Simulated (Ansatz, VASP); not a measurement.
## PtSe in VASP and in Ansatz

```
CELL_PARAMETERS angstrom
0.00000 3.03745 3.03745
3.03745 0.00000 3.03745
3.03745 3.03745 0.00000
ATOMIC_POSITIONS crystal
Pt 0.00000 0.00000 0.00000
Se 0.25000 0.25000 0.25000
```

Alike in both runs: functional PBEsol-based screened hybrid; k mesh 4 × 4 × 4; occupations fermi-dirac, width 0.05 eV; no spin polarisation.

|  | VASP | Ansatz |
| --- | --- | --- |
| version | VASP 6.6.1 | Ansatz 0.2.0 |
| potentials or method | VASP PAW PBE potentials, release 64 (Pt, Se) | Ansatz PAW |
| plane-wave cutoff (eV) | 520 | 420 |
| valence electrons in the cell | 16 | 34 |
| task | single point | band structure |

```tsv
	VASP	Ansatz	Ansatz less VASP
gap on the k mesh at the Fermi level (eV)	none	none	-
pressure (GPa)	-15.7	-15.7	+0.02
```

VASP's potentials were made for PBE, not for PBEsol-based screened hybrid. A gap of «none» marks a metal or a gap that the smearing closes. VASP's potentials hold 16 valence electrons a cell and Ansatz's 34, so a difference there can come from the potentials and not from the codes.

The k mesh is coarse, so the values compare programs but aren't converged. Neither program's run includes spin-orbit coupling.
